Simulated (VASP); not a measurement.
Write the native input for VASP 6.6.1 that does the following.

```yaml
Task: single point
Functional: r2SCAN
Potentials_or_basis: VASP PAW PBE potentials, release 64 (As)
Cutoff: 520 eV
k_mesh: 10 × 10 × 10
Occupations: fermi-dirac, width 0.1 eV
Spin: no spin polarisation
Dipole_correction: no
Further_INCAR_settings: ALGO = Normal; EDIFF = 1e-06; NBANDS = 12
```

The system is As.

```
CELL_PARAMETERS angstrom
0.00000 3.15069 3.15069
3.15069 0.00000 3.15069
3.15069 3.15069 0.00000
ATOMIC_POSITIONS crystal
As 0.12500 0.12500 0.12500
As 0.87500 0.87500 0.87500
```

This isn't the form of As at room conditions, which is rhombohedral.

The input as run:

POSCAR

```
As
1.0
    0.0000000000      3.1506877572      3.1506877572
    3.1506877572      0.0000000000      3.1506877572
    3.1506877572      3.1506877572      0.0000000000
As
2
Direct
    0.1250000000      0.1250000000      0.1250000000
    0.8750000000      0.8750000000      0.8750000000
```

INCAR.step1

```
SYSTEM = As
ALGO = Normal ; EDIFF = 1E-4
ENCUT = 520 ; GGA = PE
ISMEAR = -1 ; LASPH = .TRUE.
LCHARG = .FALSE. ; LREAL = .FALSE.
LWAVE = .TRUE. ; NBANDS = 12
NELM = 100 ; PREC = Accurate
SIGMA = 0.1
```

INCAR.step2

```
SYSTEM = As
ALGO = Normal ; EDIFF = 1E-6
ENCUT = 520 ; ISIF = 2
ISMEAR = -1 ; ISTART = 1
LASPH = .TRUE. ; LCHARG = .TRUE.
LELF = .TRUE. ; LMIXTAU = .TRUE.
LREAL = .FALSE. ; LVHAR = .TRUE.
LWAVE = .FALSE. ; METAGGA = R2SCAN
NBANDS = 12 ; NELM = 100
PREC = Accurate ; SIGMA = 0.1
```

KPOINTS

```
k-points
0
G
  10 10 10
  0 0 0
```

Potentials or basis: VASP PAW PBE potentials, release 64 (As).

The run is started by

```bash
$ cat potpaw_PBE.64/As/POTCAR > POTCAR
$ cp INCAR.step1 INCAR
$ mpirun -np 1 vasp_std > vasp.out
$ cp INCAR.step2 INCAR
$ mpirun -np 1 vasp_std > vasp.out
```

Results of the run:

* Pressure: -4.8 GPa
* Band gap on the k mesh: zero (bands 5 and 6 overlap by 1.19 eV)

Caveat: the cell stands under tension; the PAW data sets were made with another functional, which shifts forces and pressure a little.

Wall time 44 s on 1 thread of Intel(R) Xeon(R) 6975P-C (Granite Rapids), with other jobs on the host, peak memory 0.22 GiB.
